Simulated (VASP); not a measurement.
Write the native input for VASP 6.6.1 that does the following.

| Property | Result |
| --- | --- |
| Task | single point |
| Functional | LDA |
| Potentials or basis | VASP PAW LDA potentials, release 64 (Cu) |
| Cutoff | 520 eV |
| k mesh | 16 × 16 × 16 |
| Occupations | fermi-dirac, width 0.15 eV |
| Spin | no spin polarisation |
| Dipole correction | no |
| Further INCAR settings | ALGO = Fast; EDIFF = 1e-06; NBANDS = 12 |

The structure of Cu lies in POSCAR:

```
Cu
1.0
    0.0000000000      1.7593911016      1.7593911016
    1.7593911016      0.0000000000      1.7593911016
    1.7593911016      1.7593911016      0.0000000000
Cu
1
Direct
    0.0000000000      0.0000000000      0.0000000000
```

The input as run:

INCAR

```
ALGO = Fast ; EDIFF = 1E-6
ENCUT = 520 ; ISIF = 2
ISMEAR = -1 ; LASPH = T
LCHARG = F ; LREAL = F
LWAVE = F ; NBANDS = 12
NELM = 100 ; PREC = Accurate
SIGMA = 0.15
```

KPOINTS

```
k-points
0
Gamma
  16 16 16
```

Potentials or basis: VASP PAW LDA potentials, release 64 (Cu).

Run with:

```sh
$ cat potpaw_LDA.64/Cu/POTCAR > POTCAR
$ mpirun -np 1 vasp_std > vasp.out
```

It gave:

| Quantity | Value |
| --- | --- |
| Pressure | 1.2 GPa |

Run time: 20 s on 1 thread of Intel(R) Xeon(R) Platinum 8259CL CPU @ 2.50GHz (Skylake/Cascade Lake) (shared host), peak memory 0.13 GiB.
